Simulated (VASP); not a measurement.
# SiO2 (I4_122) in VASP: notebook

The runs below take SiO2 through single point, with PBE.

Everything below comes from runs of VASP 6.6.1. Logs are shortened: lines on timing, memory, paths and dates and some standing lists are left out, and cuts for length are marked.

## Step 1: The cell of the first run

Symmetry: I4_122, No. 98, tetragonal system. Conventional cell: a = 5.682 Å, b = 5.682 Å, c = 11.311 Å, α = 90.00°, β = 90.00°, γ = 90.00°. Si (site symmetry 2) has 4 O at 1.63 to 1.64 Å within 2.2 Å. Within 2.2 Å of O (site symmetry 2) lie 2 Si at 1.64 Å. O (site symmetry 2) has 2 Si at 1.63 Å within 2.2 Å.

## Step 2: Single point, PBE

File INCAR:

```
ALGO = Normal ; EDIFF = 1E-6
ENCUT = 520 ; GGA = PE
ISIF = 2 ; ISMEAR = 0
LASPH = True ; LCHARG = True
LELF = True ; LREAL = False
LVHAR = True ; LWAVE = False
NBANDS = 44 ; NELM = 60
PREC = Accurate ; SIGMA = 0.1
```

File KPOINTS:

```
k-points
0
Gamma
  4 4 4
```

File POSCAR:

```
SiO2
1.0
    5.6819287882      0.0000000000      0.0000000000
    0.0000000000      5.6819287882      0.0000000000
   -2.8409643941     -2.8409643941      5.6555189429
Si O
4 8
Direct
    0.9868056816      0.3750000000      0.2500000000
    0.1250000000      0.7368056816      0.7500000000
    0.6250000000      0.0131943184      0.7500000000
    0.2631943184      0.8750000000      0.2500000000
    0.9683527062      0.4683527062      0.5000000000
    0.7183527062      0.2816472938      0.0000000000
    0.1164784024      0.1164784024      0.2329568048
    0.1335215976      0.6335215976      0.2670431952
    0.8835215976      0.8835215976      0.7670431952
    0.3664784024      0.8664784024      0.7329568048
    0.2816472938      0.7183527062      1.0000000000
    0.5316472938      0.0316472938      0.5000000000
```

Potentials or basis: VASP PAW PBE potentials, release 64 (Si, O).

Run with:

```bash
> cat potpaw_PBE.64/Si/POTCAR potpaw_PBE.64/O/POTCAR > POTCAR
> mpirun -np 1 vasp_std > vasp.out
```

OUTCAR:

```text
EDIFF = 1E-6
   ENCUT = 520
   GGA = PE
   ISIF = 2
   ISMEAR = 0
   LASPH = True
   LREAL = False
   NELM = 60
   PREC = Accurate

 ion  position               nearest neighbor table
   1  0.987  0.375  0.250-   7 1.63   8 1.63   5 1.64   6 1.64   2 2.97   3 2.97
   2  0.125  0.737  0.750-   9 1.63  10 1.63   5 1.64  11 1.64   4 2.97   1 2.97
   3  0.625  0.013  0.750-   9 1.63  10 1.63   6 1.64  12 1.64   1 2.97   4 2.97
   4  0.263  0.875  0.250-   7 1.63   8 1.63  11 1.64  12 1.64   2 2.97   3 2.97
   5  0.968  0.468  0.500-   1 1.64   2 1.64
   6  0.718  0.282  0.000-   1 1.64   3 1.64
   7  0.116  0.116  0.233-   1 1.63   4 1.63
   8  0.134  0.634  0.267-   1 1.63   4 1.63
   9  0.884  0.884  0.767-   2 1.63   3 1.63
  10  0.366  0.866  0.733-   2 1.63   3 1.63
  11  0.282  0.718  0.000-   2 1.64   4 1.64
  12  0.532  0.032  0.500-   3 1.64   4 1.64

  LATTYP: Found a body centered tetragonal cell.
 ALAT       =     5.6819287882
 C/A-ratio  =     1.9907039154

  Lattice vectors:

 A1 = (   2.8409643941,  -2.8409643941,  -5.6555189429)
 A2 = (  -2.8409643941,   2.8409643941,  -5.6555189429)
 A3 = (   2.8409643941,   2.8409643941,   5.6555189429)

Analysis of symmetry for initial positions (statically):
=====================================================================
 Subroutine PRICEL returns:
 Original cell was already a primitive cell.

 Routine SETGRP: Setting up the symmetry group for a
 body centered tetragonal supercell.

 Subroutine GETGRP returns: Found  8 space group operations
 (whereof  4 operations were pure point group operations)
 out of a pool of 16 trial point group operations.

The static configuration has the point symmetry D_2 .
 The point group associated with its full space group is D_4 .

Analysis of symmetry for dynamics (positions and initial velocities):
=====================================================================
 Subroutine PRICEL returns:
 Original cell was already a primitive cell.

 Routine SETGRP: Setting up the symmetry group for a
 body centered tetragonal supercell.

 Subroutine GETGRP returns: Found  8 space group operations
 (whereof  4 operations were pure point group operations)
 out of a pool of 16 trial point group operations.

The dynamic configuration has the point symmetry D_2 .
 The point group associated with its full space group is D_4 .

 Subroutine INISYM returns: Found  8 space group operations
 (whereof  4 operations are pure point group operations),
 and found     1 'primitive' translations

----------------------------------------------------------------------------------------

                                     Primitive cell

  volume of cell :     182.5846

  direct lattice vectors                    reciprocal lattice vectors
     5.681928788  0.000000000  0.000000000     0.175996574  0.000000000  0.088409217
     0.000000000  5.681928788  0.000000000     0.000000000  0.175996574  0.088409217
    -2.840964394 -2.840964394  5.655518943     0.000000000  0.000000000  0.176818433

  length of vectors
     5.681928788  5.681928788  6.937366351     0.196954268  0.196954268  0.176818433

  position of ions in fractional coordinates (direct lattice)
     0.986805682  0.375000000  0.250000000
     0.125000000  0.736805682  0.750000000
     0.625000000  0.013194318  0.750000000
     0.263194318  0.875000000  0.250000000
     0.968352706  0.468352706  0.500000000
     0.718352706  0.281647294  0.000000000
     0.116478402  0.116478402  0.232956805
     0.133521598  0.633521598  0.267043195
     0.883521598  0.883521598  0.767043195
     0.366478402  0.866478402  0.732956805
     0.281647294  0.718352706  0.000000000
     0.531647294  0.031647294  0.500000000

  ion indices of the primitive-cell ions
   primitive index   ion index
                 1           1
                 2           2
                 3           3
                 4           4
                 5           5
                 6           6
                 7           7
                 8           8
                 9           9
                10          10
                11          11
                12          12

----------------------------------------------------------------------------------------

 KPOINTS: k-points

Automatic generation of k-mesh.
 Grid dimensions read from file:
 generate k-points for:    4    4    4

 Generating k-lattice:

  Cartesian coordinates                     Fractional coordinates (reciprocal lattice)
     0.043999143  0.000000000  0.022102304     0.250000000  0.000000000  0.000000000
     0.000000000  0.043999143  0.022102304     0.000000000  0.250000000  0.000000000
     0.000000000  0.000000000  0.044204608     0.000000000  0.000000000  0.250000000

  Length of vectors
     0.049238567  0.049238567  0.044204608

  Shift w.r.t. Gamma in fractional coordinates (k-lattice)
     0.000000000  0.000000000  0.000000000

 Subroutine IBZKPT returns following result:
 ===========================================

 Found     13 irreducible k-points:

 Following reciprocal coordinates:
            Coordinates               Weight
  0.000000  0.000000  0.000000      1.000000
  0.250000  0.000000  0.000000      8.000000
  0.500000  0.000000  0.000000      4.000000
  0.250000  0.250000  0.000000      8.000000
  0.500000  0.250000  0.000000     16.000000
 -0.250000  0.250000  0.000000      4.000000
  0.500000  0.500000  0.000000      2.000000
  0.000000  0.000000  0.250000      2.000000
  0.250000  0.000000  0.250000      8.000000
  0.500000  0.000000  0.250000      4.000000
  0.250000  0.250000  0.250000      4.000000
  0.500000  0.500000  0.250000      2.000000
  0.000000  0.000000  0.500000      1.000000
   k-points           NKPTS =     13   k-points in BZ     NKDIM =     13   number of bands    NBANDS=     44
   number of dos      NEDOS =    301   number of ions     NIONS =     12
   total plane-waves  NPLWV =  95256
   dimension x,y,z NGX =    42 NGY =   42 NGZ =   54
   dimension x,y,z NGXF=    84 NGYF=   84 NGZF=  108
   ions per type =               4   8
   NGX,Y,Z   is equivalent  to a cutoff of  12.29, 12.29, 12.94 a.u.
   NGXF,Y,Z  is equivalent  to a cutoff of  24.58, 24.58, 25.88 a.u.
 SYSTEM =  unknown system
   PREC   = accura    normal or accurate (medium, high low for compatibility)
   ISTART =      0    job   : 0-new  1-cont  2-samecut
   ICHARG =      2    charge: 1-file 2-atom 10-const
   ISPIN  =      1    spin polarized calculation?
   LNONCOLLINEAR =      F non collinear calculations
   LSORBIT =      F    spin-orbit coupling
   LASPH  =      T    aspherical Exc in radial PAW
   ENCUT  =  520.0 eV  38.22 Ry    6.18 a.u.  10.56 10.56 12.90*2*pi/ulx,y,z
   NELM   =     60;   NELMIN=  2; NELMDL= -5     # of ELM steps
   EDIFF  = 0.1E-05   stopping-criterion for ELM
   LREAL  =      F    real-space projection
   EDIFFG = 0.1E-04   stopping-criterion for IOM
   NSW    =      0    number of steps for IOM
   IBRION =     -1    ionic relax: 0-MD 1-quasi-New 2-CG
   NFREE  =      0    steps in history (QN), initial steepest desc. (CG)
   ISIF   =      2    stress and relaxation
   ISYM   =      2    0-nonsym 1-usesym 2-fastsym
   POTIM  = 0.5000    time-step for ionic-motion
   TEBEG  =    0.0;   TEEND  =   0.0 temperature during run
   PSTRESS=    0.0 pullay stress
   NELECT =      64.0000    total number of electrons
   NUPDOWN=      -1.0000    fix difference up-down
   EMIN   =  10.00;   EMAX   =-10.00  energy-range for DOS
   EFERMI =   0.00;   METHOD = LEGACY
   ISMEAR =     0;   SIGMA  =   0.10  broadening in eV -4-tet -1-fermi 0-gaus
   EFERMI_NEDOS =   21; number of points for ismear=-14 and -15
   IALGO  =     38    algorithm
   IMIX   =      4    mixing-type and parameters
     AMIX     =   0.40;   BMIX     =  1.00
     AMIX_MAG =   1.60;   BMIX_MAG =  1.00
  volume/ion in A,a.u.               =      15.22       102.68
  Fermi-wavevector in a.u.,A,eV,Ry     =   1.154286  2.181284 18.128082  1.332376
  Thomas-Fermi vector in A             =   2.290924
   LORBIT       =      0    0 simple, 1 ext, 2 COOP (PROOUT), +10 PAW based schemes
   GGA     = PE    functional components
   LHFCALC =     F    Hartree Fock is set to
   AEXX    =    0.0000 exact exchange contribution
   IVDW    =     0    specifies the selected vdW correction
   LEPSILON=     F    determine dielectric tensor
   LRPA    =     F    only Hartree local field effects (RPA)
 non-spin polarized calculation
 Gauss-broadening in eV      SIGMA  =   0.10
  energy-cutoff  :      520.00
  volume of cell :      182.58
 maximum number of plane-waves:      4954
   NGX = 21   NGY = 21   NGZ = 25

 number of electron      64.0000005 magnetization

 Free energy of the ion-electron system (eV)
  ---------------------------------------------------
  ext. energy  EPLUGINS =         0.00000000
  ---------------------------------------------------
  free energy    TOTEN  =       -93.19207455 eV

  energy without entropy =      -93.19207455  energy(sigma->0) =      -93.19207455

 E-fermi :   0.5018     XC(G=0):  -8.1050

 val. band max:        0.0653253708   @ k =   0.0000   0.0000   0.0000
 cond. band min:       4.9087724082   @ k =   0.0000   0.0000   0.0000
 fundamental gap:      4.8434470375
 Fermi energy:         0.5017776490

 k-point     1 :       0.0000    0.0000    0.0000
  band No.  band energies     occupation
      1     -19.5906      2.00000
      2     -18.2902      2.00000
      3     -18.0780      2.00000
      4     -18.0780      2.00000
      5     -17.7885      2.00000
      6     -17.6635      2.00000
[... 36 lines left out ...]
     43      10.6735      0.00000
     44      10.9254      0.00000
[... 523 lines left out ...]
      4     -17.6754      2.00000
      5     -17.6754      2.00000
      6     -17.6078      2.00000
[... 36 lines left out ...]
     43      10.9625      0.00000
     44      10.9625      0.00000

------------------------ aborting loop because EDIFF is reached ----------------------------------------

  FORCE on cell =-STRESS in cart. coord.  units (eV):
  Direction    XX          YY          ZZ          XY          YZ          ZX
  --------------------------------------------------------------------------------------
  -------------------------------------------------------------------------------------
  Total        0.0481271      0.0481271      0.3537515     -0.0000000      0.0000000      0.0000000
  in kB        0.4223150      0.4223150      3.1041656     -0.0000000      0.0000000      0.0000000
  external PRESSURE =       1.3162652 kB  Pullay stress =       0.0000000 kB

 VOLUME and BASIS-vectors are now :
 -----------------------------------------------------------------------------
  energy-cutoff  :      520.00
  volume of cell :      182.58
      direct lattice vectors                 reciprocal lattice vectors
     5.681928788  0.000000000  0.000000000     0.175996574  0.000000000  0.088409217
     0.000000000  5.681928788  0.000000000     0.000000000  0.175996574  0.088409217
    -2.840964394 -2.840964394  5.655518943     0.000000000  0.000000000  0.176818433

 POSITION                                       TOTAL-FORCE (eV/Angst)
 -----------------------------------------------------------------------------------
      4.89672      1.42048      1.41388         0.002330     -0.000000      0.000000
     -1.42048      2.05575      4.24164        -0.000000      0.002330      0.000000
      1.42048     -2.05575      4.24164        -0.000000     -0.002330      0.000000
      0.78521      4.26145      1.41388        -0.002330     -0.000000      0.000000
      4.08163      1.24066      2.82776        -0.010752     -0.010752      0.000000
      4.08163      1.60030      0.00000        -0.010752      0.010752      0.000000
      0.00000      0.00000      1.31749        -0.000000     -0.000000     -0.006215
      0.00000      2.84096      1.51027        -0.000000     -0.000000      0.006215
      2.84096      2.84096      4.33803        -0.000000     -0.000000      0.006215
      0.00000      2.84096      4.14525        -0.000000     -0.000000     -0.006215
      1.60030      4.08163      0.00000         0.010752     -0.010752      0.000000
      1.60030     -1.24066      2.82776         0.010752      0.010752      0.000000
 -----------------------------------------------------------------------------------
    total drift:                                0.000006     -0.000006     -0.000000

  FREE ENERGIE OF THE ION-ELECTRON SYSTEM (eV)
  ---------------------------------------------------
  free  energy   TOTEN  =       -93.1920745463 eV

  energy  without entropy=      -93.1920745463  energy(sigma->0) =      -93.19207455
```

Run time: 97 s. Hardware: 1 thread of Intel Xeon Platinum 8259CL at 2.50GHz (Skylake/Cascade Lake), shared host; peak memory 0.31 GiB.

Results:

```
Free energy            : -93.1921 eV
Pressure               : 0.1 GPa
Largest force          : 0.015 eV/Å
Band gap on the k mesh : 4.84 eV, direct
```

Forces in eV/Å, atoms in the order of the input:
```
Si   0.002  0.000  0.000
Si   0.000  0.002  0.000
Si   0.000 -0.002  0.000
Si  -0.002  0.000  0.000
O   -0.011 -0.011  0.000
O   -0.011  0.011  0.000
O    0.000  0.000 -0.006
O    0.000  0.000  0.006
O    0.000  0.000  0.006
O    0.000  0.000 -0.006
O    0.011 -0.011  0.000
O    0.011  0.011  0.000
```

## Step 3: Single point, PBE

This run uses another cell than the first one, of 15.29 Å³/atom, 1.005 times its volume.

File INCAR:

```
ALGO     = Normal         # electronic algorithm
EDIFF    = 1E-6           # SCF threshold, eV
ENCUT    = 520            # plane-wave cutoff, eV
GGA      = PE             # functional
ISIF     = 2              # what is computed and relaxed
ISMEAR   = 0              # smearing method
LASPH    = True           # aspherical terms in the spheres
LCHARG   = False          # write CHGCAR
LREAL    = False          # projectors in reciprocal space
LWAVE    = False          # write WAVECAR
NBANDS   = 44             # bands
NELM     = 60             # most SCF steps
PREC     = Accurate       # precision mode
SIGMA    = 0.1            # smearing width, eV
```

KPOINTS is that of step 2.

File POSCAR:

```
SiO2
1.0
   -2.8462575335      2.8462575335      5.6605413858
    2.8462575335     -2.8462575335      5.6605413858
    2.8462575335      2.8462575335     -5.6605413858
Si O
4 8
Direct
    0.3750000000      0.9873160553      0.1123160553
    0.7373160553      0.1250000000      0.1123160553
    0.0126839447      0.6250000000      0.8876839447
    0.8750000000      0.2626839447      0.8876839447
    0.4691950706     -0.0308049294     -0.0616098588
    0.2808049294      0.7191950706      0.0000000000
    0.1166845090      0.1166845090      0.0000000000
    0.6333154910      0.1333154910      0.5000000000
    0.8833154910      0.8833154910      0.0000000000
    0.8666845090      0.3666845090      0.5000000000
    0.7191950706      0.2808049294      0.0000000000
    1.0308049294      0.5308049294      1.0616098588
```

Potentials or basis: VASP PAW PBE potentials, release 64 (Si, O).

Run with:

```bash
> cat potpaw_PBE.64/Si/POTCAR potpaw_PBE.64/O/POTCAR > POTCAR
> mpirun -np 1 vasp_std > vasp.out
```

It took 2.5 min on 1 thread of Intel Xeon Platinum 8259CL at 2.50GHz (Skylake/Cascade Lake), shared host; peak memory 0.4 GiB.

The run converged. Its results:

* Free energy: -93.1921 eV
* Pressure: -0.2 GPa
* Largest force: 0.018 eV/Å
* Band gap on the k mesh: 4.84 eV, direct

Forces in eV/Å, atoms in the order of the input:
```
Si   0.018  0.000  0.000
Si   0.000  0.018  0.000
Si   0.000 -0.018  0.000
Si  -0.018  0.000  0.000
O   -0.013 -0.013  0.000
O   -0.013  0.013  0.000
O    0.000  0.000 -0.001
O    0.000  0.000  0.001
O    0.000  0.000  0.001
O    0.000  0.000 -0.001
O    0.013 -0.013  0.000
O    0.013  0.013  0.000
```

Stress tensor (GPa, compression positive):
```
-0.27  0.00  0.00
 0.00 -0.27  0.00
 0.00  0.00 -0.03
```

Levels at points of the mesh, in eV from the valence-band top:
```csv
k point,band 28,band 29,band 30,band 31,band 32,band 33,band 34,band 35,band 36,band 37
"(0.00, 0.00, 0.00)",-1.44,-0.66,-0.66,-0.24,0.00,4.84,7.20,7.27,8.86,8.86
"(0.50, 0.00, 0.00)",-1.12,-0.65,-0.50,-0.45,-0.28,6.49,7.10,7.62,8.63,8.67
"(0.50, 0.50, 0.00)",-1.12,-1.12,-1.09,-0.42,-0.07,6.80,8.20,8.72,8.74,8.85
"(0.50, 0.50, 0.50)",-1.17,-0.79,-0.48,-0.43,-0.43,6.43,6.43,7.83,7.83,8.11
```

(Continued in part 2 of 2.)
